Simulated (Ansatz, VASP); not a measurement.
**Two plane-wave programs on AlN**

```
CELL_PARAMETERS angstrom
4.19452 -2.96406 0.00000
4.19452 2.96406 0.00000
0.00000 0.00000 2.95330
ATOMIC_POSITIONS crystal
Al 0.00000 0.00000 0.00000
Al 0.50000 0.50000 0.50000
N 0.70822 0.29178 0.00000
N 0.29178 0.70822 0.00000
```

Change from the starting cell: ordered vacancies on the anion sites of rutile (Cmmm, No. 65).

Alike in both runs: functional PBE; k mesh 4 × 4 × 6; occupations gaussian, width 0.1 eV; no spin polarisation.

Ansatz relaxed the structure, and its values are those at the end. VASP's run is a single point on that final structure, the one shown.

|  | VASP | Ansatz |
| --- | --- | --- |
| version | VASP 6.6.1 | Ansatz 0.2.0 |
| potentials or method | VASP PAW PBE potentials, release 64 (Al, N), cutoff 520 eV | scalar-relativistic, plane waves, PAW |
| valence electrons in the cell | 16 | 16 |

|  | VASP | Ansatz | Ansatz less VASP |
| --- | --- | --- | --- |
| gap on the k mesh at the Fermi level (eV) | none | none | - |
| pressure (GPa) | 0.1 | 0.1 | +0.01 |
| rms of the force components (eV/Å) | 0.011 | 0.001 | -0.0099 |

A gap of «none» marks a metal or a gap that the smearing closes.
